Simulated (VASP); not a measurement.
# GaN (Immm) in VASP: a series of runs

The runs below take GaN through single point, with LDA.

All numbers are computed with VASP 6.6.1; they aren't measurements. Logs are shortened: lines on timing, memory, paths and dates and some standing lists are left out, and cuts for length are marked.

### 1 The cell of the first run

Symmetry: Immm, No. 71, orthorhombic system. The conventional cell has a = 3.008 Å, b = 3.031 Å, c = 4.270 Å, α = 90.00°, β = 90.00°, γ = 90.00°. Within 2.8 Å of Ga (site symmetry mmm) lie 6 N at 2.14 Å. N (site symmetry mmm) has 6 Ga at 2.14 Å within 2.8 Å.

### 2 Single point, LDA (strain +0.0075 x Voigt [0, 0, 0, 0, 1, 0])

The input, INCAR:

```
SYSTEM = GaN
  ALGO = Normal
  EDIFF = 1E-6
  ENCUT = 520
  ISIF = 2
  ISMEAR = 0
  LASPH = .TRUE.
  LCHARG = .FALSE.
  LREAL = .FALSE.
  LWAVE = .FALSE.
  NBANDS = 16
  NELM = 60
  PREC = Accurate
  SIGMA = 0.03
```

The input, KPOINTS:

```
k-points
0
G
  14 14 14
  0 0 0
```

The input, POSCAR:

```
GaN
1.0
    0.0080071312      2.1352350000      2.1352350000
    2.1432421312      0.0000000000      2.1432421312
    2.1352350000      2.1352350000      0.0080071312
Ga N
1 1
Direct
    0.0000000000      0.0000000000      0.0000000000
    0.5000000000      0.5000000000      0.5000000000
```

Potentials or basis: VASP PAW LDA potentials, release 64 (Ga_d, N).

The run is started by

```console
cat potpaw_LDA.64/Ga_d/POTCAR potpaw_LDA.64/N/POTCAR > POTCAR
mpirun -np 1 vasp_std > vasp.out
```

OUTCAR:

```text
SYSTEM = GaN
   EDIFF = 1E-6
   ENCUT = 520
   ISIF = 2
   ISMEAR = 0
   LASPH = .TRUE.
   LREAL = .FALSE.
   NELM = 60
   PREC = Accurate

 ion  position               nearest neighbor table
   1  0.000  0.000  0.000-   2 2.14   2 2.14   2 2.14   2 2.14   2 2.14   2 2.14
   2  0.500  0.500  0.500-   1 2.14   1 2.14   1 2.14   1 2.14   1 2.14   1 2.14

  LATTYP: Found a body centered orthorhombic cell.
 ALAT       =     3.0083545023
 B/A-ratio  =     1.0075282308
 C/A-ratio  =     1.4195368254

  Lattice vectors:

 A1 = (   0.0080071312,  -2.1352350000,   2.1352350000)
 A2 = (  -0.0080071312,  -2.1352350000,  -2.1352350000)
 A3 = (   2.1352350000,   2.1352350000,   0.0080071312)

Analysis of symmetry for initial positions (statically):
=====================================================================
 Subroutine PRICEL returns:
 Original cell was already a primitive cell.

 Routine SETGRP: Setting up the symmetry group for a
 body centered orthorhombic supercell.

 Subroutine GETGRP returns: Found  8 space group operations
 (whereof  8 operations were pure point group operations)
 out of a pool of  8 trial point group operations.

The static configuration has the point symmetry D_2h.

Analysis of symmetry for dynamics (positions and initial velocities):
=====================================================================
 Subroutine PRICEL returns:
 Original cell was already a primitive cell.

 Routine SETGRP: Setting up the symmetry group for a
 body centered orthorhombic supercell.

 Subroutine GETGRP returns: Found  8 space group operations
 (whereof  8 operations were pure point group operations)
 out of a pool of  8 trial point group operations.

The dynamic configuration has the point symmetry D_2h.

 Subroutine INISYM returns: Found  8 space group operations
 (whereof  8 operations are pure point group operations),
 and found     1 'primitive' translations

----------------------------------------------------------------------------------------

                                     Primitive cell

  volume of cell :      19.4698

  direct lattice vectors                    reciprocal lattice vectors
     0.008007131  2.135235000  2.135235000    -0.235047692  0.234166263  0.235047692
     2.143242131  0.000000000  2.143242131     0.233291420 -0.234166263  0.233291420
     2.135235000  2.135235000  0.008007131     0.235047692  0.234166263 -0.235047692

  length of vectors
     3.019688912  3.031002089  3.019688912     0.406606288  0.404578314  0.406606288

  position of ions in fractional coordinates (direct lattice)
     0.000000000  0.000000000  0.000000000
     0.500000000  0.500000000  0.500000000

  ion indices of the primitive-cell ions
   primitive index   ion index
                 1           1
                 2           2

----------------------------------------------------------------------------------------

 KPOINTS: k-points

Automatic generation of k-mesh.
 Grid dimensions read from file:
 generate k-points for:   14   14   14

 Generating k-lattice:

  Cartesian coordinates                     Fractional coordinates (reciprocal lattice)
    -0.016789121  0.016726162  0.016789121     0.071428571  0.000000000 -0.000000000
     0.016663673 -0.016726162  0.016663673     0.000000000  0.071428571 -0.000000000
     0.016789121  0.016726162 -0.016789121    -0.000000000  0.000000000  0.071428571

  Length of vectors
     0.029043306  0.028898451  0.029043306

  Shift w.r.t. Gamma in fractional coordinates (k-lattice)
     0.000000000  0.000000000  0.000000000

 Subroutine IBZKPT returns following result:
 ===========================================

 Found    428 irreducible k-points:

 Following reciprocal coordinates:
            Coordinates               Weight
  0.000000  0.000000  0.000000      1.000000
  0.071429  0.000000  0.000000      4.000000
  0.142857  0.000000 -0.000000      4.000000
  0.214286  0.000000 -0.000000      4.000000
  0.285714  0.000000  0.000000      4.000000
  0.357143  0.000000  0.000000      4.000000
[... 16 lines left out ...]
 -0.000000  0.142857 -0.000000      4.000000
  0.071429  0.142857 -0.000000      8.000000
 [... further k-points ...]
   k-points           NKPTS =    428   k-points in BZ     NKDIM =    428   number of bands    NBANDS=     16
   number of dos      NEDOS =    301   number of ions     NIONS =      2
   total plane-waves  NPLWV =  13824
   dimension x,y,z NGX =    24 NGY =   24 NGZ =   24
   dimension x,y,z NGXF=    48 NGYF=   48 NGZF=   48
   ions per type =               1   1
   NGX,Y,Z   is equivalent  to a cutoff of  13.21, 13.16, 13.21 a.u.
   NGXF,Y,Z  is equivalent  to a cutoff of  26.43, 26.33, 26.43 a.u.
 SYSTEM =  GaN
   PREC   = accura    normal or accurate (medium, high low for compatibility)
   ISTART =      0    job   : 0-new  1-cont  2-samecut
   ICHARG =      2    charge: 1-file 2-atom 10-const
   ISPIN  =      1    spin polarized calculation?
   LNONCOLLINEAR =      F non collinear calculations
   LSORBIT =      F    spin-orbit coupling
   LASPH  =      T    aspherical Exc in radial PAW
   ENCUT  =  520.0 eV  38.22 Ry    6.18 a.u.   5.61  5.64  5.61*2*pi/ulx,y,z
   NELM   =     60;   NELMIN=  2; NELMDL= -5     # of ELM steps
   EDIFF  = 0.1E-05   stopping-criterion for ELM
   LREAL  =      F    real-space projection
   EDIFFG = 0.1E-04   stopping-criterion for IOM
   NSW    =      0    number of steps for IOM
   IBRION =     -1    ionic relax: 0-MD 1-quasi-New 2-CG
   NFREE  =      0    steps in history (QN), initial steepest desc. (CG)
   ISIF   =      2    stress and relaxation
   ISYM   =      2    0-nonsym 1-usesym 2-fastsym
   POTIM  = 0.5000    time-step for ionic-motion
   TEBEG  =    0.0;   TEEND  =   0.0 temperature during run
   PSTRESS=    0.0 pullay stress
   NELECT =      18.0000    total number of electrons
   NUPDOWN=      -1.0000    fix difference up-down
   EMIN   =  10.00;   EMAX   =-10.00  energy-range for DOS
   EFERMI =   0.00;   METHOD = LEGACY
   ISMEAR =     0;   SIGMA  =   0.03  broadening in eV -4-tet -1-fermi 0-gaus
   EFERMI_NEDOS =   21; number of points for ismear=-14 and -15
   IALGO  =     38    algorithm
   IMIX   =      4    mixing-type and parameters
     AMIX     =   0.40;   BMIX     =  1.00
     AMIX_MAG =   1.60;   BMIX_MAG =  1.00
  volume/ion in A,a.u.               =       9.73        65.69
  Fermi-wavevector in a.u.,A,eV,Ry     =   1.594821  3.013775 34.605805  2.543455
  Thomas-Fermi vector in A             =   2.692836
   LORBIT       =      0    0 simple, 1 ext, 2 COOP (PROOUT), +10 PAW based schemes
   GGA     = CA    functional components
   LHFCALC =     F    Hartree Fock is set to
   AEXX    =    0.0000 exact exchange contribution
   IVDW    =     0    specifies the selected vdW correction
   LEPSILON=     F    determine dielectric tensor
   LRPA    =     F    only Hartree local field effects (RPA)
 non-spin polarized calculation
 Gauss-broadening in eV      SIGMA  =   0.03
  energy-cutoff  :      520.00
  volume of cell :       19.47
 maximum number of plane-waves:       540
   NGX = 11   NGY = 11   NGZ = 11

 number of electron      18.0000005 magnetization

 Free energy of the ion-electron system (eV)
  ---------------------------------------------------
  ext. energy  EPLUGINS =         0.00000000
  ---------------------------------------------------
  free energy    TOTEN  =       -13.03800342 eV

  energy without entropy =      -13.03800341  energy(sigma->0) =      -13.03800341

 E-fermi :   7.4207     XC(G=0): -13.3027

 val. band max:        7.3257102676   @ k =   0.1429   0.3571   0.1429
 cond. band min:       7.5130139255   @ k =   0.5000   0.0000   0.5000
 fundamental gap:      0.1873036579
 Fermi energy:         7.4207316980

 k-point     1 :       0.0000    0.0000    0.0000
  band No.  band energies     occupation
      1      -9.6001      2.00000
      2      -6.8153      2.00000
      3      -6.8146      2.00000
      4      -6.8128      2.00000
      5      -6.7244      2.00000
      6      -6.7240      2.00000
[... 8 lines left out ...]
     15      22.3727      0.00000
     16      22.4045      0.00000

 k-point     2 :       0.0714    0.0000    0.0000
  band No.  band energies     occupation
      1      -9.5014      2.00000
      2      -6.8169      2.00000
      3      -6.8097      2.00000
      4      -6.8074      2.00000
      5      -6.7314      2.00000
      6      -6.7313      2.00000
[... 8 lines left out ...]
     15      22.5529      0.00000
     16      22.6630      0.00000

 k-point     3 :       0.1429    0.0000   -0.0000
  band No.  band energies     occupation
      1      -9.2104      2.00000
      2      -6.8262      2.00000
      3      -6.8061      2.00000
      4      -6.8007      2.00000
      5      -6.7404      2.00000
      6      -6.7382      2.00000
[... 8 lines left out ...]
     15      23.1336      0.00000
     16      23.2781      0.00000

 k-point     4 :       0.2143    0.0000   -0.0000
  band No.  band energies     occupation
      1      -8.7440      2.00000
      2      -6.8382      2.00000
      3      -6.8333      2.00000
      4      -6.8261      2.00000
      5      -6.7174      2.00000
      6      -6.7154      2.00000
[... 8 lines left out ...]
     15      24.0813      0.00000
     16      24.2419      0.00000

 k-point     5 :       0.2857    0.0000    0.0000
  band No.  band energies     occupation
      1      -8.1400      2.00000
      2      -6.8766      2.00000
      3      -6.8696      2.00000
      4      -6.8447      2.00000
      5      -6.6773      2.00000
      6      -6.6762      2.00000
[... 8 lines left out ...]
     15      25.3594      0.00000
     16      25.5305      0.00000

 k-point     6 :       0.3571    0.0000    0.0000
  band No.  band energies     occupation
      1      -7.4877      2.00000
      2      -6.9177      2.00000
      3      -6.9098      2.00000
      4      -6.8270      2.00000
      5      -6.6385      2.00000
      6      -6.6382      2.00000
[... 8 lines left out ...]
     15      26.9133      0.00000
     16      27.0921      0.00000

 k-point     7 :       0.4286    0.0000   -0.0000
  band No.  band energies     occupation
      1      -7.0583      2.00000
      2      -6.9465      2.00000
      3      -6.9380      2.00000
      4      -6.6611      2.00000
      5      -6.6113      2.00000
      6      -6.6110      2.00000
[... 8 lines left out ...]
     15      28.6193      0.00000
     16      28.8014      0.00000

 k-point     8 :       0.5000    0.0000    0.0000
  band No.  band energies     occupation
      1      -6.9918      2.00000
      2      -6.9568      2.00000
      3      -6.9479      2.00000
      4      -6.6016      2.00000
      5      -6.6013      2.00000
      6      -6.4703      2.00000
[... 8 lines left out ...]
     15      29.7561      0.00000
     16      29.9352      0.00000

 k-point     9 :      -0.0000    0.0714   -0.0000
  band No.  band energies     occupation
      1      -9.5024      2.00000
      2      -6.8185      2.00000
      3      -6.8103      2.00000
      4      -6.8073      2.00000
      5      -6.7308      2.00000
      6      -6.7299      2.00000
[... 8 lines left out ...]
     15      22.6224      0.00000
     16      22.6989      0.00000
[... 172 lines left out ...]
 k-point    19 :      -0.2857    0.0714   -0.0000
  band No.  band energies     occupation
      1      -7.9040      2.00000
      2      -6.8996      2.00000
      3      -6.8906      2.00000
      4      -6.8197      2.00000
      5      -6.6838      2.00000
      6      -6.5848      2.00000
[... 8 lines left out ...]
     15      25.0380      0.00000
     16      27.0805      0.00000

 k-point    20 :      -0.2143    0.0714   -0.0000
  band No.  band energies     occupation
      1      -8.4963      2.00000
      2      -6.8561      2.00000
      3      -6.8478      2.00000
      4      -6.8294      2.00000
      5      -6.7285      2.00000
      6      -6.6509      2.00000
[... 8 lines left out ...]
     15      23.6896      0.00000
     16      25.8095      0.00000

 k-point    21 :      -0.1429    0.0714   -0.0000
  band No.  band energies     occupation
      1      -8.9969      2.00000
      2      -6.8345      2.00000
      3      -6.8129      2.00000
      4      -6.8023      2.00000
      5      -6.7663      2.00000
      6      -6.6962      2.00000
[... 8 lines left out ...]
     15      23.1187      0.00000
     16      24.7431      0.00000

 k-point    22 :      -0.0714    0.0714   -0.0000
  band No.  band energies     occupation
      1      -9.3413      2.00000
      2      -6.8245      2.00000
      3      -6.8032      2.00000
      4      -6.7991      2.00000
      5      -6.7565      2.00000
      6      -6.7200      2.00000
[... 8 lines left out ...]
     15      22.9990      0.00000
     16      23.8528      0.00000

 k-point    23 :      -0.0000    0.1429   -0.0000
  band No.  band energies     occupation
      1      -9.2141      2.00000
      2      -6.8277      2.00000
      3      -6.8093      2.00000
      4      -6.8038      2.00000
      5      -6.7368      2.00000
      6      -6.7343      2.00000
[... 8 lines left out ...]
     15      23.1764      0.00000
     16      23.3213      0.00000

 k-point    24 :       0.0714    0.1429   -0.0000
  band No.  band energies     occupation
      1      -9.2506      2.00000
      2      -6.8316      2.00000
      3      -6.8012      2.00000
      4      -6.7950      2.00000
      5      -6.7597      2.00000
      6      -6.7143      2.00000
[... 8 lines left out ...]
     15      24.1084      0.00000
     16      24.5461      0.00000

 [... further k-points ...]

------------------------ aborting loop because EDIFF is reached ----------------------------------------

  FORCE on cell =-STRESS in cart. coord.  units (eV):
  Direction    XX          YY          ZZ          XY          YZ          ZX
  --------------------------------------------------------------------------------------
  -------------------------------------------------------------------------------------
  Total       -1.5076260     -1.5096086     -1.5076260      0.0000000      0.0000000     -0.1903046
  in kB     -124.0632869   -124.2264365   -124.0632869      0.0000000      0.0000000    -15.6602583
  external PRESSURE =    -124.1176701 kB  Pullay stress =       0.0000000 kB

 VOLUME and BASIS-vectors are now :
 -----------------------------------------------------------------------------
  energy-cutoff  :      520.00
  volume of cell :       19.47
      direct lattice vectors                 reciprocal lattice vectors
     0.008007131  2.135235000  2.135235000    -0.235047692  0.234166263  0.235047692
     2.143242131  0.000000000  2.143242131     0.233291420 -0.234166263  0.233291420
     2.135235000  2.135235000  0.008007131     0.235047692  0.234166263 -0.235047692

 POSITION                                       TOTAL-FORCE (eV/Angst)
 -----------------------------------------------------------------------------------
      0.00000      0.00000      0.00000         0.000000      0.000000     -0.000000
      2.14324      2.13524      2.14324        -0.000000     -0.000000      0.000000
 -----------------------------------------------------------------------------------
    total drift:                                0.000000     -0.000000     -0.000000

  FREE ENERGIE OF THE ION-ELECTRON SYSTEM (eV)
  ---------------------------------------------------
  free  energy   TOTEN  =       -13.0380034155 eV

  energy  without entropy=      -13.0380034133  energy(sigma->0) =      -13.03800341
```

It took 73 s on 1 thread of Intel Xeon Platinum 8488C (Sapphire Rapids), shared host; peak memory 0.23 GiB.

Results:

* Free energy: -13.0380 eV
* Pressure: -12.4 GPa
* Band gap on the k mesh: 0.19 eV (least direct gap 2.40 eV)

Caveat: the cell differs from its parent crystal (strain +0.0075 x Voigt [0, 0, 0, 0, 1, 0]); the cell stands under tension. A k mesh can miss the band edges.

### 3 Single point, LDA (strain +0.0025 x Voigt [0, 0, 0, 0, 1, 0])

The input, INCAR:

```
SYSTEM = GaN
  PREC = Accurate
  ENCUT = 520
  EDIFF = 1E-7
  ISMEAR = 0
  SIGMA = 0.03
  LREAL = .FALSE.
  LASPH = .TRUE.
  NELM = 100
  ALGO = Normal
  ISIF = 2
  LWAVE = .FALSE.
  LCHARG = .TRUE.
  GGA = CA
  LELF = .TRUE.
  LVHAR = .TRUE.
  NBANDS = 16
```

The input, KPOINTS:

```
Automatic mesh
0
G
  14 14 14
  0 0 0
```

The input, POSCAR:

```
GaN
1.0
    0.0026690438      2.1352350000      2.1352350000
    2.1379040438      0.0000000000      2.1379040438
    2.1352350000      2.1352350000      0.0026690438
Ga N
1 1
Direct
    0.0000000000      0.0000000000      0.0000000000
    0.5000000000      0.5000000000      0.5000000000
```

Potentials or basis: VASP PAW LDA potentials, release 64 (Ga_d, N).

The run is started by

```console
cat potpaw_LDA.64/Ga_d/POTCAR potpaw_LDA.64/N/POTCAR > POTCAR
mpirun -np 1 vasp_std > vasp.out
```

Run time: 91 s. Hardware: 1 thread of Intel Xeon Platinum 8488C (Sapphire Rapids), shared host; peak memory 0.24 GiB.

Results (log left out):

| Property | Result |
| --- | --- |
| Free energy | -13.0386 eV |
| Pressure | -12.6 GPa |
| Band gap on the k mesh | 0.21 eV (least direct gap 2.43 eV) |

Stress tensor (GPa, compression positive):
```
-12.56   0.00  -0.52
  0.00 -12.57   0.00
 -0.52   0.00 -12.56
```

Levels at points of the mesh, in eV from the valence-band top:
```
           k point  band 5  band 6  band 7  band 8  band 9  band 10  band 11  band 12  band 13  band 14
(0.00, 0.00, 0.00)  -14.03  -14.03   -0.52   -0.51   -0.49     1.94    14.43    14.46    14.50    15.07
(0.50, 0.00, 0.00)  -13.91  -13.79   -8.18   -0.19   -0.18     4.50     8.68     8.70     8.82    15.91
(0.00, 0.50, 0.00)  -13.91  -13.80   -8.20   -0.18   -0.17     4.53     8.71     8.73     8.82    15.93
(0.50, 0.50, 0.00)  -13.86  -10.94   -6.95   -2.98   -2.98     0.21     7.72    11.45    13.86    13.86
(0.50, 0.00, 0.50)  -13.86  -10.94   -6.95   -3.00   -2.95     0.21     7.72    11.45    13.85    13.87
```

Caveat: the cell differs from its parent crystal (strain +0.0025 x Voigt [0, 0, 0, 0, 1, 0]); the cell stands under tension. A k mesh can miss the band edges.
